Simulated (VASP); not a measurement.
# AlCo (WC type) (P-6m2) in VASP: further runs

Runs on AlCo (WC type). Level: PBE. Tasks: single point.

Everything below comes from runs of VASP 6.6.1. Logs are shortened: lines on timing, memory, paths and dates and some standing lists are left out, and cuts for length are marked.

## (1) The cell of the first run

It takes space group P-6m2 (No. 187, hexagonal). Conventional cell: a = 2.317 Å, b = 2.317 Å, c = 3.365 Å, α = 90.00°, β = 90.00°, γ = 120.00°. Co (site symmetry -6m2) has 6 Al at 2.15 Å and 6 Co at 2.32 Å within 2.8 Å. Within 2.8 Å of Al (site symmetry -6m2) lie 6 Co at 2.15 Å and 6 Al at 2.32 Å.

## (2) Single point, PBE (7.82 Å³/atom)

Contents of INCAR:

```
SYSTEM = AlCo
ALGO = Normal
EDIFF = 1E-7
ENCUT = 520
GGA = PE
ISIF = 2
ISMEAR = -1
LASPH = .TRUE.
LCHARG = .FALSE.
LREAL = .FALSE.
LWAVE = .FALSE.
NBANDS = 13
NELM = 60
PREC = Accurate
SIGMA = 0.1
```

Contents of KPOINTS:

```
k-points
0
G
  15 15 14
  0 0 0
```

Contents of POSCAR:

```
AlCo
1.0
    2.3170462717      0.0000000000      0.0000000000
   -1.1585231358      2.0066209331      0.0000000000
    0.0000000000      0.0000000000      3.3647963534
Co Al
1 1
Direct
    0.0000000000      0.0000000000      0.0000000000
    0.3333333333      0.6666666667      0.5000000000
```

Potentials or basis: VASP PAW PBE potentials, release 64 (Co, Al).

Started as:

```sh
cat potpaw_PBE.64/Co/POTCAR potpaw_PBE.64/Al/POTCAR > POTCAR
mpirun -np 1 vasp_std > vasp.out
```

OUTCAR:

```text
SYSTEM = AlCo
   EDIFF = 1E-7
   ENCUT = 520
   GGA = PE
   ISIF = 2
   ISMEAR = -1
   LASPH = .TRUE.
   LREAL = .FALSE.
   NELM = 60
   PREC = Accurate

 ion  position               nearest neighbor table
   1  0.000  0.000  0.000-   2 2.15   2 2.15   2 2.15   2 2.15   2 2.15   2 2.15   2 3.16   2 3.16
                             2 3.16   2 3.16   2 3.16   2 3.16
   2  0.333  0.667  0.500-   1 2.15   1 2.15   1 2.15   1 2.15   1 2.15   1 2.15   1 3.16   1 3.16
                             1 3.16   1 3.16   1 3.16   1 3.16

  LATTYP: Found a hexagonal cell.
 ALAT       =     2.3170462717
 C/A-ratio  =     1.4521921269

  Lattice vectors:

 A1 = (   2.3170462717,   0.0000000000,   0.0000000000)
 A2 = (  -1.1585231358,   2.0066209331,   0.0000000000)
 A3 = (   0.0000000000,   0.0000000000,   3.3647963534)

Analysis of symmetry for initial positions (statically):
=====================================================================
 Subroutine PRICEL returns:
 Original cell was already a primitive cell.

 Routine SETGRP: Setting up the symmetry group for a
 hexagonal supercell.

 Subroutine GETGRP returns: Found 12 space group operations
 (whereof 12 operations were pure point group operations)
 out of a pool of 24 trial point group operations.

The static configuration has the point symmetry D_3h.

Analysis of symmetry for dynamics (positions and initial velocities):
=====================================================================
 Subroutine PRICEL returns:
 Original cell was already a primitive cell.

 Routine SETGRP: Setting up the symmetry group for a
 hexagonal supercell.

 Subroutine GETGRP returns: Found 12 space group operations
 (whereof 12 operations were pure point group operations)
 out of a pool of 24 trial point group operations.

The dynamic configuration has the point symmetry D_3h.

 Subroutine INISYM returns: Found 12 space group operations
 (whereof 12 operations are pure point group operations),
 and found     1 'primitive' translations

----------------------------------------------------------------------------------------

                                     Primitive cell

  volume of cell :      15.6444

  direct lattice vectors                    reciprocal lattice vectors
     2.317046272  0.000000000  0.000000000     0.431583958  0.249175114  0.000000000
    -1.158523136  2.006620933  0.000000000     0.000000000  0.498350228  0.000000000
     0.000000000  0.000000000  3.364796353     0.000000000  0.000000000  0.297194806

  length of vectors
     2.317046272  2.317046272  3.364796353     0.498350228  0.498350228  0.297194806

  position of ions in fractional coordinates (direct lattice)
     0.000000000  0.000000000  0.000000000
     0.333333333  0.666666667  0.500000000
[... 91 lines left out ...]
   EFERMI =   0.00;   METHOD = LEGACY
   ISMEAR =    -1;   SIGMA  =   0.10  broadening in eV -4-tet -1-fermi 0-gaus
   EFERMI_NEDOS =   21; number of points for ismear=-14 and -15
   IALGO  =     38    algorithm
   IMIX   =      4    mixing-type and parameters
     AMIX     =   0.40;   BMIX     =  1.00
     AMIX_MAG =   1.60;   BMIX_MAG =  1.00
  volume/ion in A,a.u.               =       7.82        52.79
  Fermi-wavevector in a.u.,A,eV,Ry     =   1.498588  2.831921 30.555509  2.245767
  Thomas-Fermi vector in A             =   2.610328
   LORBIT       =      0    0 simple, 1 ext, 2 COOP (PROOUT), +10 PAW based schemes
   GGA     = PE    functional components
   LHFCALC =     F    Hartree Fock is set to
   AEXX    =    0.0000 exact exchange contribution
   IVDW    =     0    specifies the selected vdW correction
   LEPSILON=     F    determine dielectric tensor
   LRPA    =     F    only Hartree local field effects (RPA)
 non-spin polarized calculation
  energy-cutoff  :      520.00
  volume of cell :       15.64
 maximum number of plane-waves:       439
 NGX is ok and might be reduce to    18
   NGX =  9   NGY =  9   NGZ = 13

 number of electron      11.9999995 magnetization

 Free energy of the ion-electron system (eV)
  ---------------------------------------------------
  ext. energy  EPLUGINS =         0.00000000
  ---------------------------------------------------
  free energy    TOTEN  =        -8.04559834 eV

  energy without entropy =       -8.00887809  energy(sigma->0) =       -8.02723821

 E-fermi :  16.8677     XC(G=0): -14.3252

 val. band max:       16.8585319598   @ k =   0.3333   0.0667   0.3571
 cond. band min:      16.8679163919   @ k =   0.3333   0.0667   0.4286
 fundamental gap:      0.0093844321
 Fermi energy:        16.8677386201

 k-point     1 :       0.0000    0.0000    0.0000
  band No.  band energies     occupation
      1       2.7333      2.00000
      2      10.9948      2.00000
      3      14.3075      2.00000
      4      14.3075      2.00000
      5      14.7713      2.00000
      6      15.8998      1.99987
      7      15.8998      1.99987
      8      21.9869      0.00000
      9      33.5305      0.00000
     10      33.5305      0.00000
     11      37.5491      0.00000
     12      39.8857      0.00000
     13      39.8857      0.00000
[... 354 lines left out ...]
  band No.  band energies     occupation
      1      10.2187      2.00000
      2      11.9628      2.00000
      3      12.1824      2.00000
      4      12.2194      2.00000
      5      14.0485      2.00000
      6      17.2029      0.06767
      7      19.4998      0.00000
      8      22.1145      0.00000
      9      24.4538      0.00000
     10      28.4283      0.00000
     11      29.1732      0.00000
     12      32.7610      0.00000
     13      32.7846      0.00000

 [... further k-points ...]

------------------------ aborting loop because EDIFF is reached ----------------------------------------

  FORCE on cell =-STRESS in cart. coord.  units (eV):
  Direction    XX          YY          ZZ          XY          YZ          ZX
  --------------------------------------------------------------------------------------
  -------------------------------------------------------------------------------------
  Total       18.0376750     18.0376750     18.0665536      0.0000000      0.0000000      0.0000000
  in kB     1847.2782225   1847.2782227   1850.2357446      0.0000000      0.0000000      0.0000000
  external PRESSURE =    1848.2640633 kB  Pullay stress =       0.0000000 kB

 VOLUME and BASIS-vectors are now :
 -----------------------------------------------------------------------------
  energy-cutoff  :      520.00
  volume of cell :       15.64
      direct lattice vectors                 reciprocal lattice vectors
     2.317046272  0.000000000  0.000000000     0.431583958  0.249175114  0.000000000
    -1.158523136  2.006620933  0.000000000     0.000000000  0.498350228  0.000000000
     0.000000000  0.000000000  3.364796353     0.000000000  0.000000000  0.297194806

 POSITION                                       TOTAL-FORCE (eV/Angst)
 -----------------------------------------------------------------------------------
      0.00000      0.00000      0.00000        -0.000000      0.000000      0.000000
     -0.00000      1.33775      1.68240         0.000000     -0.000000      0.000000
 -----------------------------------------------------------------------------------
    total drift:                                0.000000     -0.000000      0.000000

  FREE ENERGIE OF THE ION-ELECTRON SYSTEM (eV)
  ---------------------------------------------------
  free  energy   TOTEN  =        -8.0455983390 eV

  energy  without entropy=       -8.0088780858  energy(sigma->0) =       -8.02723821
```

It took 32 s on 1 thread of Intel Xeon 6455B, shared host; peak memory 0.16 GiB.

What came out:

```
Free energy            : -8.0456 eV
Pressure               : 184.8 GPa
Band gap on the k mesh : zero (bands 6 and 7 overlap by 2.43 eV)
```

Levels at points of the mesh, in eV from the Fermi level:
| k point | band 2 | band 3 | band 4 | band 5 | band 6 | band 7 | band 8 | band 9 | band 10 | band 11 |
| --- | --- | --- | --- | --- | --- | --- | --- | --- | --- | --- |
| (0.00, 0.00, 0.00) | -5.87 | -2.56 | -2.56 | -2.10 | -0.97 | -0.97 | 5.12 | 16.66 | 16.66 | 20.68 |
| (0.00, 0.00, 0.50) | -9.60 | -3.42 | -2.56 | -2.56 | -1.11 | -1.11 | 11.33 | 17.99 | 17.99 | 19.90 |

Caveat: the cell stands under pressure; the run has no spin polarisation, though such a crystal can be magnetic. Spin polarisation is off, so any magnetic state and its effect on volume and gap are missing.

## (3) Single point, PBE (7.82 Å³/atom)

Contents of INCAR:

```
PREC = Accurate
ENCUT = 520
EDIFF = 1E-7
ISMEAR = -1
SIGMA = 0.1
LREAL = False
LASPH = True
NELM = 100
ALGO = Normal
ISIF = 2
LWAVE = False
LCHARG = False
GGA = PE
NBANDS = 13
```

Contents of KPOINTS:

```
Automatic mesh
0
Gamma
  15 15 14
```

POSCAR is that of step 2.

Potentials or basis: VASP PAW PBE potentials, release 64 (Co, Al).

Started as:

```sh
cat potpaw_PBE.64/Co/POTCAR potpaw_PBE.64/Al/POTCAR > POTCAR
mpirun -np 1 vasp_std > vasp.out
```

Wall time 34 s (1 thread of Intel Xeon 6455B, shared host); peak memory 0.17 GiB.

Results (log left out):

- Free energy: -8.0456 eV
- Pressure: 184.8 GPa
- Band gap on the k mesh: zero (bands 6 and 7 overlap by 2.43 eV)

Stress tensor (GPa, compression positive):
```
184.73   0.00   0.00
  0.00 184.73   0.00
  0.00   0.00 185.02
```

Levels at points of the mesh, in eV from the Fermi level:
```csv
k point,band 2,band 3,band 4,band 5,band 6,band 7,band 8,band 9,band 10,band 11
"(0.00, 0.00, 0.00)",-5.87,-2.56,-2.56,-2.10,-0.97,-0.97,5.12,16.66,16.66,20.68
"(0.00, 0.00, 0.50)",-9.60,-3.42,-2.56,-2.56,-1.11,-1.11,11.33,17.99,17.99,19.90
```

Caveat: the cell stands under pressure; the run has no spin polarisation, though such a crystal can be magnetic. Spin polarisation is off, so any magnetic state and its effect on volume and gap are missing.

## (4) Single point, PBE

This run uses another cell than the first one, of 8.80 Å³/atom.

Contents of INCAR:

```
ALGO = Normal
EDIFF = 1E-6
ENCUT = 520
GGA = PE
ISIF = 2
ISMEAR = -1
LASPH = T
LCHARG = F
LREAL = F
LWAVE = F
NBANDS = 13
NELM = 60
PREC = Accurate
SIGMA = 0.1
```

Contents of KPOINTS:

```
k-points
0
Gamma
  15 15 14
```

Contents of POSCAR:

```
AlCo
1.0
    2.4149002501      0.0000000000      0.0000000000
   -1.2074501250      2.0913649642      0.0000000000
    0.0000000000      0.0000000000      3.4848358648
Co Al
1 1
Direct
    0.0000000000      0.0000000000      0.0000000000
    0.3333333333      0.6666666667      0.5000000000
```

Started as:

```sh
cat potpaw_PBE.64/Co/POTCAR potpaw_PBE.64/Al/POTCAR > POTCAR
mpirun -np 1 vasp_std > vasp.out
```

Run time: 36 s. Hardware: 1 thread of Intel Xeon 6455B, shared host; peak memory 0.17 GiB.

Results (log left out):

* Free energy: -9.7772 eV
* Pressure: 105.6 GPa
* Band gap on the k mesh: zero (bands 6 and 7 overlap by 2.17 eV)

Stress tensor (GPa, compression positive):
```
105.67   0.00   0.00
  0.00 105.67   0.00
  0.00   0.00 105.49
```

Levels at points of the mesh, in eV from the Fermi level:
```csv
k point,band 4,band 5,band 6,band 7,band 8,band 9
"(0.00, 0.00, 0.00)",-2.14,-1.90,-0.81,-0.81,4.70,15.81
"(0.00, 0.00, 0.50)",-2.14,-2.14,-0.93,-0.93,11.12,17.08
```

Caveat: the cell stands under pressure; the run has no spin polarisation, though such a crystal can be magnetic. Spin polarisation is off, so any magnetic state and its effect on volume and gap are missing.

## (5) Single point, PBE (8.80 Å³/atom)

This run uses another cell than the first one, of 8.80 Å³/atom.

Contents of INCAR:

```
SYSTEM = AlCo
ALGO = Normal ; EDIFF = 1E-7
ENCUT = 520 ; GGA = PE
ISIF = 2 ; ISMEAR = -1
LASPH = .TRUE. ; LCHARG = .FALSE.
LREAL = .FALSE. ; LWAVE = .FALSE.
NBANDS = 13 ; NELM = 80
PREC = Accurate ; SIGMA = 0.1
```

Contents of KPOINTS:

```
k-points
0
G
  15 15 14
  0 0 0
```

POSCAR is that of step 4.

Started as:

```sh
cat potpaw_PBE.64/Co/POTCAR potpaw_PBE.64/Al/POTCAR > POTCAR
mpirun -np 1 vasp_std > vasp.out
```

Run time: 49 s. Hardware: 1 thread of Intel Xeon 6455B, shared host; peak memory 0.17 GiB.

Results (log left out):

| Item | Value |
| --- | --- |
| Free energy | -9.7772 eV |
| Pressure | 105.6 GPa |
| Band gap on the k mesh | zero (bands 6 and 7 overlap by 2.17 eV) |

Stress tensor (GPa, compression positive):
```
105.61   0.00   0.00
  0.00 105.61   0.00
  0.00   0.00 105.43
```

Levels at points of the mesh, in eV from the Fermi level:
| k point | band 3 | band 4 | band 5 | band 6 | band 7 | band 8 | band 9 | band 10 |
| --- | --- | --- | --- | --- | --- | --- | --- | --- |
| (0.00, 0.00, 0.00) | -2.14 | -2.14 | -1.90 | -0.81 | -0.81 | 4.70 | 15.81 | 15.81 |
| (0.00, 0.00, 0.50) | -2.85 | -2.14 | -2.14 | -0.93 | -0.93 | 11.12 | 17.08 | 17.08 |

Caveat: the cell stands under pressure; the run has no spin polarisation, though such a crystal can be magnetic.
